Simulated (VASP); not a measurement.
Wanted: the native input for a VASP 6.6.1 run.

```yaml
Task: single point
Functional: PBEsol
Potentials_or_basis: VASP PAW PBE potentials, release 64 (Zn, O)
Cutoff: 520 eV
k_mesh: 9 × 9 × 6
Occupations: gaussian, width 0.02 eV
Spin: no spin polarisation
Dipole_correction: no
Further_INCAR_settings: ALGO = Normal; EDIFF = 1e-06; NBANDS = 26
```

The structure of ZnO lies in POSCAR:

```
ZnO
1.0
    3.1012960820      0.0000000000      0.0000000000
   -1.5506480410      2.6858011917      0.0000000000
    0.0000000000      0.0000000000      5.4154873626
Zn O
2 2
Direct
    0.6666666667      0.3333333333      0.5107779532
    0.3333333333      0.6666666667      0.0107779532
    0.6666666667      0.3333333333      0.8695320468
    0.3333333333      0.6666666667      0.3695320468
```

This cell differs from its parent crystal: biaxial strain in the a-b plane: -4.0 %, then relaxed in part.

One way to write it, as run:

INCAR

```
  PREC = Accurate
  ENCUT = 520
  EDIFF = 1E-6
  ISMEAR = 0
  SIGMA = 0.02
  LREAL = False
  LASPH = True
  NELM = 100
  ALGO = Normal
  ISIF = 2
  LWAVE = False
  LCHARG = False
  GGA = PS
  NBANDS = 26
```

KPOINTS

```
Automatic mesh
0
Gamma
  9 9 6
```

Potentials or basis: VASP PAW PBE potentials, release 64 (Zn, O).

Launch:

```sh
$ cat potpaw_PBE.64/Zn/POTCAR potpaw_PBE.64/O/POTCAR > POTCAR
$ mpirun -np 1 vasp_std > vasp.out
```

Results of the run:

```json
{"Pressure": "7.1 GPa", "Largest force": "0.018 eV/Å", "Band gap on the k mesh": "0.62 eV, direct"}
```

Caveat: the cell differs from its parent crystal (biaxial strain in the a-b plane: -4.0 %, then relaxed in part); the PAW data sets were made with another functional, which shifts forces and pressure a little.

Wall time 36 s on 1 thread of Intel(R) Xeon(R) Platinum 8488C (Sapphire Rapids), on a shared host, peak memory 0.18 GiB.
